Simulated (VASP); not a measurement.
A run of VASP 6.6.1:

INCAR

```
SYSTEM = Cu3O2
  PREC = Accurate
  ENCUT = 600
  EDIFF = 1E-7
  ISMEAR = -1
  SIGMA = 0.05
  LREAL = .False.
  LASPH = .True.
  NELM = 60
  ALGO = Normal
  ISIF = 3
  LWAVE = .False.
  LCHARG = .False.
  GGA = PS
  IBRION = 2
  NSW = 60
  EDIFFG = -0.01
  PSTRESS = 200.0
```

File KPOINTS:

```
regular mesh
0
Gamma
  9 9 9
  0 0 0
```

File POSCAR:

```
Cu3O2
1.0
   -2.0229820000      2.0229820000      3.6736170000
    2.0229820000     -2.0229820000      3.6736170000
    2.0229820000      2.0229820000     -3.6736170000
Cu O
3 2
Direct
    0.0000000000      0.0000000000      0.0000000000
    0.7500000000      0.2500000000      0.5000000000
    0.2500000000      0.7500000000      0.5000000000
    0.5000000000      0.0000000000      0.5000000000
    0.0000000000      0.5000000000      0.5000000000
```

Potentials or basis: VASP PAW PBE potentials, release 64 (Cu, O).

Launch:

```console
$ cat potpaw_PBE.64/Cu/POTCAR potpaw_PBE.64/O/POTCAR > POTCAR
$ mpirun -np 1 vasp_std > vasp.out
```

Hardware: 1 thread of Intel Xeon 8259CL (shared host).

Question: Estimate the wall time of this run.

Answer: Wall time 43 min on 1 thread of Intel Xeon 8259CL (shared host), peak memory 0.34 GiB. Counts: scf iterations 98, k points 75, ion steps 8.
